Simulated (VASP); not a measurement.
# CO2 (P2_1/c) in VASP: notebook

Runs on CO2. Level: PBE. Tasks: single point.

Everything below comes from runs of VASP 6.6.1. Logs are shortened: lines on timing, memory, paths and dates and some standing lists are left out, and cuts for length are marked.

**1. The cell of the first run**

It takes space group P2_1/c (No. 14, monoclinic). The conventional cell has a = 6.075 Å, b = 6.058 Å, c = 6.196 Å, α = 90.00°, β = 98.49°, γ = 90.00°. C (site symmetry -1) has 2 O at 1.12 Å within 1.5 Å. Within 1.7 Å of C (site symmetry -1) lie 2 O at 1.24 Å. Within 1.5 Å of O (site symmetry 1) lie 1 C at 1.12 Å. O (site symmetry 1) has 1 C at 1.24 Å within 1.7 Å.

**2. Single point, PBE (engineering shear strain xz -0.1500, normal strain along z +0.0200)**

File INCAR:

```
  PREC = Accurate
  ENCUT = 520
  EDIFF = 1E-7
  ISMEAR = 0
  SIGMA = 0.05
  LREAL = False
  LASPH = True
  NELM = 60
  ALGO = Normal
  ISIF = 2
  LWAVE = False
  LCHARG = False
  GGA = PE
  NBANDS = 44
```

File KPOINTS:

```
regular mesh
0
Gamma
  4 4 4
```

File POSCAR:

```
CO2
1.0
    6.0577362522      0.0000000000     -0.4543302189
    0.0000000000      6.0577362522      0.0000000000
   -0.4543302189      0.0000000000      6.1788909772
C O
4 8
Direct
    0.0000000000      0.0000000000      0.0000000000
    0.5000000000      0.0000000000      0.5000000000
    0.5000000000      0.5000000000      0.0000000000
    0.0000000000      0.5000000000      0.5000000000
    0.1114834447      0.1114834447      0.1114834447
    0.3885165553      0.8885165553      0.6114834447
    0.6114834447      0.3885165553      0.8885165553
    0.8885165553      0.6114834447      0.3885165553
    0.8885165553      0.8885165553      0.8885165553
    0.6114834447      0.1114834447      0.3885165553
    0.3885165553      0.6114834447      0.1114834447
    0.1114834447      0.3885165553      0.6114834447
```

Potentials or basis: VASP PAW PBE potentials, release 64 (C, O).

Run with:

```sh
$ cat potpaw_PBE.64/C/POTCAR potpaw_PBE.64/O/POTCAR > POTCAR
$ mpirun -np 1 vasp_std > vasp.out
```

OUTCAR:

```text
PREC = Accurate
   ENCUT = 520
   EDIFF = 1E-7
   ISMEAR = 0
   LREAL = False
   LASPH = True
   NELM = 60
   ISIF = 2
   GGA = PE

 ion  position               nearest neighbor table
   1  0.000  0.000  0.000-   5 1.12   9 1.12
   2  0.500  0.000  0.500-   6 1.24  10 1.24
   3  0.500  0.500  0.000-   7 1.24  11 1.24
   4  0.000  0.500  0.500-   8 1.12  12 1.12
   5  0.111  0.111  0.111-   1 1.12
   6  0.389  0.889  0.611-   2 1.24
   7  0.611  0.389  0.889-   3 1.24
   8  0.889  0.611  0.389-   4 1.12
   9  0.889  0.889  0.889-   1 1.12
  10  0.611  0.111  0.389-   2 1.24
  11  0.389  0.611  0.111-   3 1.24
  12  0.111  0.389  0.611-   4 1.12

  LATTYP: Found a simple monoclinic cell.
 ALAT       =     6.0747497437
 B/A-ratio  =     0.9971993099
 C/A-ratio  =     1.0198892200
 COS(beta)  =    -0.1477146501

  Lattice vectors:

 A1 = (   6.0577362522,   0.0000000000,  -0.4543302189)
 A2 = (   0.0000000000,   6.0577362522,   0.0000000000)
 A3 = (  -0.4543302189,   0.0000000000,   6.1788909772)

Analysis of symmetry for initial positions (statically):
=====================================================================
 Subroutine PRICEL returns:
 Original cell was already a primitive cell.

 Routine SETGRP: Setting up the symmetry group for a
 simple monoclinic supercell.

 Subroutine GETGRP returns: Found  4 space group operations
 (whereof  2 operations were pure point group operations)
 out of a pool of  4 trial point group operations.

The static configuration has the point symmetry S_2 .
 The point group associated with its full space group is C_2h.

Analysis of symmetry for dynamics (positions and initial velocities):
=====================================================================
 Subroutine PRICEL returns:
 Original cell was already a primitive cell.

 Routine SETGRP: Setting up the symmetry group for a
 simple monoclinic supercell.

 Subroutine GETGRP returns: Found  4 space group operations
 (whereof  2 operations were pure point group operations)
 out of a pool of  4 trial point group operations.

The dynamic configuration has the point symmetry S_2 .
 The point group associated with its full space group is C_2h.

 Subroutine INISYM returns: Found  4 space group operations
 (whereof  2 operations are pure point group operations),
 and found     1 'primitive' translations

----------------------------------------------------------------------------------------

                                     Primitive cell

  volume of cell :     225.4912

  direct lattice vectors                    reciprocal lattice vectors
     6.057736252  0.000000000 -0.454330219     0.165993573  0.000000000  0.012205410
     0.000000000  6.057736252  0.000000000     0.000000000  0.165078168  0.000000000
    -0.454330219  0.000000000  6.178890977     0.012205410  0.000000000  0.162738797

  length of vectors
     6.074749744  6.057736252  6.195571778     0.166441697  0.165078168  0.163195858

  position of ions in fractional coordinates (direct lattice)
     0.000000000  0.000000000  0.000000000
     0.500000000  0.000000000  0.500000000
     0.500000000  0.500000000  0.000000000
     0.000000000  0.500000000  0.500000000
     0.111483445  0.111483445  0.111483445
     0.388516555  0.888516555  0.611483445
     0.611483445  0.388516555  0.888516555
     0.888516555  0.611483445  0.388516555
     0.888516555  0.888516555  0.888516555
     0.611483445  0.111483445  0.388516555
     0.388516555  0.611483445  0.111483445
     0.111483445  0.388516555  0.611483445

  ion indices of the primitive-cell ions
   primitive index   ion index
                 1           1
                 2           2
                 3           3
                 4           4
                 5           5
                 6           6
                 7           7
                 8           8
                 9           9
                10          10
                11          11
                12          12

----------------------------------------------------------------------------------------

 KPOINTS: regular mesh

Automatic generation of k-mesh.
 Grid dimensions read from file:
 generate k-points for:    4    4    4

 Generating k-lattice:

  Cartesian coordinates                     Fractional coordinates (reciprocal lattice)
     0.041498393  0.000000000  0.003051352     0.250000000  0.000000000  0.000000000
     0.000000000  0.041269542  0.000000000     0.000000000  0.250000000  0.000000000
     0.003051352  0.000000000  0.040684699     0.000000000  0.000000000  0.250000000

  Length of vectors
     0.041610424  0.041269542  0.040798965

  Shift w.r.t. Gamma in fractional coordinates (k-lattice)
     0.000000000  0.000000000  0.000000000

 Subroutine IBZKPT returns following result:
 ===========================================

 Found     30 irreducible k-points:

 Following reciprocal coordinates:
            Coordinates               Weight
  0.000000  0.000000  0.000000      1.000000
  0.250000  0.000000  0.000000      2.000000
  0.500000  0.000000  0.000000      1.000000
  0.000000  0.250000  0.000000      2.000000
  0.250000  0.250000  0.000000      4.000000
  0.500000  0.250000  0.000000      2.000000
[... 16 lines left out ...]
  0.250000  0.000000  0.500000      2.000000
  0.500000  0.000000  0.500000      1.000000
 [... further k-points ...]
   k-points           NKPTS =     30   k-points in BZ     NKDIM =     30   number of bands    NBANDS=     44
   number of dos      NEDOS =    301   number of ions     NIONS =     12
   total plane-waves  NPLWV = 110592
   dimension x,y,z NGX =    48 NGY =   48 NGZ =   48
   dimension x,y,z NGXF=    96 NGYF=   96 NGZF=   96
   ions per type =               4   8
   NGX,Y,Z   is equivalent  to a cutoff of  13.14, 13.17, 12.88 a.u.
   NGXF,Y,Z  is equivalent  to a cutoff of  26.27, 26.35, 25.76 a.u.
 SYSTEM =  unknown system
   PREC   = accura    normal or accurate (medium, high low for compatibility)
   ISTART =      0    job   : 0-new  1-cont  2-samecut
   ICHARG =      2    charge: 1-file 2-atom 10-const
   ISPIN  =      1    spin polarized calculation?
   LNONCOLLINEAR =      F non collinear calculations
   LSORBIT =      F    spin-orbit coupling
   LASPH  =      T    aspherical Exc in radial PAW
   ENCUT  =  520.0 eV  38.22 Ry    6.18 a.u.  11.30 11.26 11.52*2*pi/ulx,y,z
   NELM   =     60;   NELMIN=  2; NELMDL= -5     # of ELM steps
   EDIFF  = 0.1E-06   stopping-criterion for ELM
   LREAL  =      F    real-space projection
   EDIFFG = 0.1E-05   stopping-criterion for IOM
   NSW    =      0    number of steps for IOM
   IBRION =     -1    ionic relax: 0-MD 1-quasi-New 2-CG
   NFREE  =      0    steps in history (QN), initial steepest desc. (CG)
   ISIF   =      2    stress and relaxation
   ISYM   =      2    0-nonsym 1-usesym 2-fastsym
   POTIM  = 0.5000    time-step for ionic-motion
   TEBEG  =    0.0;   TEEND  =   0.0 temperature during run
   PSTRESS=    0.0 pullay stress
   NELECT =      64.0000    total number of electrons
   NUPDOWN=      -1.0000    fix difference up-down
   EMIN   =  10.00;   EMAX   =-10.00  energy-range for DOS
   EFERMI =   0.00;   METHOD = LEGACY
   ISMEAR =     0;   SIGMA  =   0.05  broadening in eV -4-tet -1-fermi 0-gaus
   EFERMI_NEDOS =   21; number of points for ismear=-14 and -15
   IALGO  =     38    algorithm
   IMIX   =      4    mixing-type and parameters
     AMIX     =   0.40;   BMIX     =  1.00
     AMIX_MAG =   1.60;   BMIX_MAG =  1.00
  volume/ion in A,a.u.               =      18.79       126.81
  Fermi-wavevector in a.u.,A,eV,Ry     =   1.075866  2.033092 15.748583  1.157488
  Thomas-Fermi vector in A             =   2.211735
   LORBIT       =      0    0 simple, 1 ext, 2 COOP (PROOUT), +10 PAW based schemes
   GGA     = PE    functional components
   LHFCALC =     F    Hartree Fock is set to
   AEXX    =    0.0000 exact exchange contribution
   IVDW    =     0    specifies the selected vdW correction
   LEPSILON=     F    determine dielectric tensor
   LRPA    =     F    only Hartree local field effects (RPA)
 non-spin polarized calculation
 Gauss-broadening in eV      SIGMA  =   0.05
  energy-cutoff  :      520.00
  volume of cell :      225.49
 maximum number of plane-waves:      6100
 NGX is ok and might be reduce to    48
   NGX = 23   NGY = 23   NGZ = 23

 number of electron      63.9999998 magnetization

 Free energy of the ion-electron system (eV)
  ---------------------------------------------------
  ext. energy  EPLUGINS =         0.00000000
  ---------------------------------------------------
  free energy    TOTEN  =       -90.85017808 eV

  energy without entropy =      -90.85017808  energy(sigma->0) =      -90.85017808

 E-fermi :  -4.5230     XC(G=0):  -6.8249

 val. band max:       -4.8222731864   @ k =   0.0000   0.0000   0.0000
 cond. band min:       1.5860963265   @ k =   0.0000   0.0000   0.0000
 fundamental gap:      6.4083695129
 Fermi energy:        -4.5229869089

 k-point     1 :       0.0000    0.0000    0.0000
  band No.  band energies     occupation
      1     -25.8468      2.00000
      2     -25.8155      2.00000
      3     -24.8580      2.00000
      4     -24.8490      2.00000
      5     -24.3726      2.00000
      6     -24.3227      2.00000
[... 36 lines left out ...]
     43       5.1533      0.00000
     44       5.6199      0.00000

 k-point     2 :       0.2500    0.0000    0.0000
  band No.  band energies     occupation
      1     -25.8462      2.00000
      2     -25.8155      2.00000
      3     -24.8590      2.00000
      4     -24.8491      2.00000
      5     -24.3724      2.00000
      6     -24.3226      2.00000
[... 36 lines left out ...]
     43       4.9398      0.00000
     44       5.8951      0.00000

 k-point     3 :       0.5000    0.0000    0.0000
  band No.  band energies     occupation
      1     -25.8455      2.00000
      2     -25.8156      2.00000
      3     -24.8600      2.00000
      4     -24.8493      2.00000
      5     -24.3721      2.00000
      6     -24.3225      2.00000
[... 36 lines left out ...]
     43       5.2099      0.00000
     44       6.3857      0.00000

 k-point     4 :       0.0000    0.2500    0.0000
  band No.  band energies     occupation
      1     -25.8422      2.00000
      2     -25.8200      2.00000
      3     -24.8568      2.00000
      4     -24.8505      2.00000
      5     -24.3655      2.00000
      6     -24.3303      2.00000
[... 882 lines left out ...]
     43       5.7027      0.00000
     44       5.7027      0.00000

 k-point    23 :       0.2500    0.0000    0.5000
  band No.  band energies     occupation
      1     -25.8310      2.00000
      2     -25.8305      2.00000
      3     -24.8546      2.00000
      4     -24.8536      2.00000
      5     -24.3479      2.00000
      6     -24.3474      2.00000
[... 36 lines left out ...]
     43       5.0364      0.00000
     44       5.3674      0.00000

 k-point    24 :       0.5000    0.0000    0.5000
  band No.  band energies     occupation
      1     -25.8307      2.00000
      2     -25.8307      2.00000
      3     -24.8539      2.00000
      4     -24.8539      2.00000
      5     -24.3481      2.00000
      6     -24.3481      2.00000
[... 36 lines left out ...]
     43       4.7103      0.00000
     44       4.7103      0.00000

 [... further k-points ...]
[... 5 lines left out ...]
  --------------------------------------------------------------------------------------
  -------------------------------------------------------------------------------------
  Total        1.0429545      3.6516368      0.9306402      0.0000000      0.0000000     19.1510753
  in kB        7.4104799     25.9458880      6.6124559      0.0000000      0.0000000    136.0736790
  external PRESSURE =      13.3229413 kB  Pullay stress =       0.0000000 kB

 VOLUME and BASIS-vectors are now :
 -----------------------------------------------------------------------------
  energy-cutoff  :      520.00
  volume of cell :      225.49
      direct lattice vectors                 reciprocal lattice vectors
     6.057736252  0.000000000 -0.454330219     0.165993573  0.000000000  0.012205410
     0.000000000  6.057736252  0.000000000     0.000000000  0.165078168  0.000000000
    -0.454330219  0.000000000  6.178890977     0.012205410  0.000000000  0.162738797

 POSITION                                       TOTAL-FORCE (eV/Angst)
 -----------------------------------------------------------------------------------
      0.00000      0.00000      0.00000        -0.000000      0.000000      0.000000
      2.80170      0.00000      2.86228        -0.000000      0.000000      0.000000
      3.02887      3.02887     -0.22717        -0.000000      0.000000      0.000000
     -0.22717      3.02887      3.08945        -0.000000      0.000000      0.000000
      0.62469      0.67534      0.63819         3.889940      4.224830      4.008163
      2.07572      5.38240      3.60177         2.951631      2.757248     -3.054410
      3.30053      2.35353      5.21223        -2.951631      2.757248      3.054410
      5.20588      3.70421      1.99692        -3.889940      4.224830     -4.008163
      4.97872      5.38240      5.08637        -3.889940     -4.224830     -4.008163
      3.52769      0.67534      2.12279        -2.951631     -2.757248      3.054410
      2.30288      3.70421      0.51233         2.951631     -2.757248     -3.054410
      0.39752      2.35353      3.72764         3.889940     -4.224830      4.008163
 -----------------------------------------------------------------------------------
    total drift:                               -0.000000     -0.000000      0.000000

  FREE ENERGIE OF THE ION-ELECTRON SYSTEM (eV)
  ---------------------------------------------------
  free  energy   TOTEN  =       -90.8501780806 eV

  energy  without entropy=      -90.8501780806  energy(sigma->0) =      -90.85017808
```

Wall time 2.3 min (1 thread of AMD EPYC 9R45 (Zen 5), shared host); peak memory 0.4 GiB.

Results:

```
Free energy            : -90.8502 eV
Pressure               : 1.3 GPa
Largest force          : 7.003 eV/Å
Band gap on the k mesh : 6.41 eV
```

Forces in eV/Å, atoms in the order of the input:
```
C    0.000  0.000  0.000
C    0.000  0.000  0.000
C    0.000  0.000  0.000
C    0.000  0.000  0.000
O    3.890  4.225  4.008
O    2.952  2.757 -3.054
O   -2.952  2.757  3.054
O   -3.890  4.225 -4.008
O   -3.890 -4.225 -4.008
O   -2.952 -2.757  3.054
O    2.952 -2.757 -3.054
O    3.890 -4.225  4.008
```

Caveat: the cell differs from its parent crystal (engineering shear strain xz -0.1500, normal strain along z +0.0200); this functional lacks dispersion, which holds the molecules together, so the pressure and a relaxed volume are unreliable; forces of over 1 eV/Å act on the atoms, so gaps and moduli don't describe the material at rest. A k mesh can miss the band edges.

**3. Single point, PBE (engineering shear strain xz -0.1500, normal strain along z +0.0300)**

File INCAR:

```
PREC     = Accurate       # precision mode
ENCUT    = 520            # plane-wave cutoff, eV
EDIFF    = 1E-6           # SCF threshold, eV
ISMEAR   = 0              # smearing method
SIGMA    = 0.05           # smearing width, eV
LREAL    = F              # projectors in reciprocal space
LASPH    = T              # aspherical terms in the spheres
NELM     = 60             # most SCF steps
ALGO     = Normal         # electronic algorithm
ISIF     = 2              # what is computed and relaxed
LWAVE    = F              # write WAVECAR
LCHARG   = F              # write CHGCAR
GGA      = PE             # functional
NBANDS   = 44             # bands
```

KPOINTS is that of step 2.

POSCAR, as its differences from that of step 2:

```diff
@@ -4,3 +4,3 @@
     0.0000000000      6.0577362522      0.0000000000
-   -0.4543302189      0.0000000000      6.1788909772
+   -0.4543302189      0.0000000000      6.2394683398
 C O
```

Potentials or basis: VASP PAW PBE potentials, release 64 (C, O).

Run with:

```sh
$ cat potpaw_PBE.64/C/POTCAR potpaw_PBE.64/O/POTCAR > POTCAR
$ mpirun -np 1 vasp_std > vasp.out
```

Run time: 2.6 min. Hardware: 1 thread of Intel Xeon 6975P-C (Granite Rapids), shared host; peak memory 0.44 GiB.

It converged, with:

| Item | Value |
| --- | --- |
| Free energy | -90.8698 eV |
| Pressure | 0.4 GPa |
| Largest force | 6.437 eV/Å |
| Band gap on the k mesh | 6.37 eV |

Forces in eV/Å, atoms in the order of the input:
```
C    0.000  0.000  0.000
C    0.000  0.000  0.000
C    0.000  0.000  0.000
C    0.000  0.000  0.000
O    3.562  3.870  3.711
O    3.093  2.887 -3.228
O   -3.093  2.887  3.228
O   -3.562  3.870 -3.711
O   -3.562 -3.870 -3.711
O   -3.093 -2.887  3.228
O    3.093 -2.887 -3.228
O    3.562 -3.870  3.711
```

Stress tensor (GPa, compression positive):
```
-0.14  0.00 13.30
 0.00  1.64  0.00
13.30  0.00 -0.26
```

Levels at points of the mesh, in eV from the valence-band top:
```csv
k point,band 28,band 29,band 30,band 31,band 32,band 33,band 34,band 35,band 36,band 37
"(0.00, 0.00, 0.00)",-0.22,-0.20,-0.08,-0.02,0.00,6.37,7.12,7.16,7.39,7.43
"(0.50, 0.00, 0.00)",-0.28,-0.19,-0.16,-0.12,-0.01,7.09,7.20,7.33,7.36,7.45
"(0.00, 0.50, 0.00)",-0.31,-0.14,-0.14,-0.06,-0.06,7.20,7.20,7.29,7.29,7.64
"(0.50, 0.50, 0.00)",-0.29,-0.15,-0.15,-0.11,-0.11,7.20,7.20,7.26,7.26,8.25
"(0.00, 0.00, 0.50)",-0.31,-0.15,-0.15,-0.06,-0.06,7.22,7.22,7.28,7.28,7.57
"(0.50, 0.00, 0.50)",-0.30,-0.14,-0.14,-0.10,-0.10,7.22,7.22,7.23,7.23,8.20
"(0.00, 0.50, 0.50)",-0.28,-0.16,-0.16,-0.12,-0.12,7.08,7.08,7.46,7.46,8.06
"(0.50, 0.50, 0.50)",-0.31,-0.15,-0.15,-0.10,-0.10,7.11,7.11,7.44,7.44,8.36
```

Caveat: the cell differs from its parent crystal (engineering shear strain xz -0.1500, normal strain along z +0.0300); this functional lacks dispersion, which holds the molecules together, so the pressure and a relaxed volume are unreliable; forces of over 1 eV/Å act on the atoms, so gaps and moduli don't describe the material at rest. A k mesh can miss the band edges.
